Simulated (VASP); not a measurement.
Input of a VASP 6.6.1 run:

The input INCAR:

```
ALGO     = Normal         # electronic algorithm
EDIFF    = 1E-6           # SCF threshold, eV
ENCUT    = 520            # plane-wave cutoff, eV
GGA      = PE             # functional
ISIF     = 2              # what is computed and relaxed
ISMEAR   = 0              # smearing method
LASPH    = True           # aspherical terms in the spheres
LCHARG   = True           # write CHGCAR
LELF     = True           # ELF
LREAL    = False          # projectors in reciprocal space
LVHAR    = True         
LWAVE    = False          # write WAVECAR
NBANDS   = 53             # bands
NELM     = 100            # most SCF steps
PREC     = Accurate       # precision mode
SIGMA    = 0.1            # smearing width, eV
```

The input KPOINTS:

```
k-points
0
Gamma
  3 3 2
```

The input POSCAR:

```
BaTl4S4
1.0
    6.4966695938      0.0000000031      0.0000000000
   -3.2483347996      5.6262809066      0.0000000000
    0.0000000000      0.0000000000      9.6913583817
Ba Tl S
1 4 4
Direct
    0.0000000000      0.0000000000     -0.0546268251
    0.5000000000      0.0000000000      0.6477405041
    0.0000000000      0.5000000000      0.6477405041
    0.5000000000      0.5000000000      0.6477405041
    0.0000000000      0.0000000000      0.3619497632
    0.5000000000      0.0000000000      0.9253021230
    0.0000000000      0.5000000000      0.9253021230
    0.5000000000      0.5000000000      0.9253021230
    0.0000000000      0.0000000000      0.6318058706
```

Potentials or basis: VASP PAW PBE potentials, release 64 (Ba_sv, Tl_d, S).

The run is started by

```sh
$ cat potpaw_PBE.64/Ba_sv/POTCAR potpaw_PBE.64/Tl_d/POTCAR potpaw_PBE.64/S/POTCAR > POTCAR
$ mpirun -np 1 vasp_std > vasp.out
```

Problem. What does it give for the band gap on the k mesh?

Solution. 0.17 eV (least direct gap 0.86 eV).

Problem. Predict the largest force.

Solution. 0.102 eV/Å.

Forces in eV/Å, atoms in the order of the input:
```
Ba   0.000  0.000  0.102
Tl   0.000  0.000  0.007
Tl   0.000  0.000  0.007
Tl   0.000  0.000  0.007
Tl   0.000  0.000 -0.019
S    0.000  0.000 -0.004
S    0.000  0.000 -0.004
S    0.000  0.000 -0.004
S    0.000  0.000 -0.092
```

Caveat: spin-orbit coupling is left out, which moves the levels of the heavy elements. A k mesh can miss the band edges.
